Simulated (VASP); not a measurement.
Runs of VASP 6.6.1 on Zr2Ge. The structure is that of space group Cmmm (No. 65), or close to it. The cells are those of the table. 

```tsv
task	spin	cell	k mesh	cutoff (eV)	gap on the mesh (eV)	pressure (GPa)	largest force (eV/Å)
relaxation of cell and atoms	off	relaxed from a = 4.492, b = 4.492, c = 3.633 Å, angles 90.0, 90.0, 104.2°, 3 atoms	4 × 4 × 6	600	none	-0.1	0.04
single point	off	a = 4.510, b = 4.510, c = 3.611 Å, angles 90.0, 90.0, 104.2°, 3 atoms	4 × 4 × 6	520	none	0.0	-
single point	off	a = 4.812, b = 4.812, c = 2.938 Å, angles 90.0, 90.0, 117.4°, 3 atoms	12 × 12 × 16	520	none	(a)	-
single point	collinear, ferromagnetic start	a = 4.510, b = 4.510, c = 3.611 Å, angles 90.0, 90.0, 104.2°, 3 atoms	4 × 4 × 6	520	none	0.0	0.02
```

Alike in all rows: level PBE; potentials or basis VASP PAW PBE potentials, release 64 (Zr_sv, Ge_d); smearing gaussian 0.1 eV.

Problem. Fill in the values left out.

Solution. (a) -0.2.

Caveats: some runs use coarse meshes.

A k mesh can miss the band edges, and the runs leave out spin-orbit coupling on Ge, Zr.

A gap of «none» marks levels without a gap at the run's occupations.
